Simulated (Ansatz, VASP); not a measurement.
## Se in VASP and in Ansatz

INCAR

```
PREC = Accurate
ENCUT = 520
EDIFF = 1E-6
ISMEAR = -1
SIGMA = 0.1
LREAL = False
LASPH = True
NELM = 60
ALGO = Normal
ISIF = 2
LWAVE = False
LCHARG = False
GGA = PE
NBANDS = 13
```

The input KPOINTS:

```
regular mesh
0
Gamma
  16 16 16
```

The input POSCAR:

```
Se
1.0
   -2.1302236140      2.1302236140      1.1253630819
    2.1302236140     -2.1302236140      1.1253630819
    2.1302236140      2.1302236140     -1.1253630819
Se
2
Direct
   -0.3750000000     -0.1250000000     -0.2500000000
    0.3750000000      0.1250000000      0.2500000000
```

Input for Ansatz:

```yaml
crystal:
  lattice:
    - [-2.130223614, 2.130223614, 1.1253630819]
    - [2.130223614, -2.130223614, 1.1253630819]
    - [2.130223614, 2.130223614, -1.1253630819]
  atoms:
    - { symbol: Se, position: [-0.375, -0.125, -0.25] }
    - { symbol: Se, position: [0.375, 0.125, 0.25] }
kpoints:
  mp_grid: { grid: [16, 16, 16] }
  band_path:
    path:
      - [0.0, 0.0, 0.0]
      - [0.0, 0.0, 0.5]
      - [-0.5, 0.5, 0.5]
      - [0.0, 0.0, 0.0]
      - [0.3197709999, 0.3197709999, -0.3197709999]
      - [-0.3197709999, 0.6802290001, 0.3197709999]
      - [-0.5, 0.5, 0.5]
      - [0.0, 0.0, 0.5]
      - [0.25, 0.25, 0.25]
    npoints: 8
scf:
  occupations: { method: fermi_dirac, width: 0.1 }
hamiltonian:
  xc: pbe
  pseudopotentials: { kind: all_electron, lapw: { basis_error: 0.001 } }
output:
  forces: true
  stress: true
  eigenvalues: true
  populations: true
  dos: { projected: true, de: 0.2, e_range: [-14, 8] }
```

Change from the starting cell: volume scaled by 0.45, LAPW.

Alike in both runs: task single point; functional PBE; k mesh 16 × 16 × 16; occupations fermi-dirac, width 0.1 eV; no spin polarisation.

```csv
,VASP,Ansatz
version,VASP 6.6.1,Ansatz 0.2.0
potentials or method,"VASP PAW PBE potentials, release 64 (Se), cutoff 520 eV","all-electron LAPW, scalar-relativistic"
```

VASP gave:

- pressure (GPa): 263.3
- traceless stress, the component that is largest in VASP (GPa): 0.58

**Question.** Which values does Ansatz return?

**Answer.** Pressure (GPa): 258.8; traceless stress, the component that is largest in VASP (GPa): 0.44.

Both programs put the cell under a high pressure, so it lies far from rest at this level. Ansatz ran all-electron here, and VASP with PAW potentials.

Noted on VASP's run: the cell as given lies far from equilibrium.
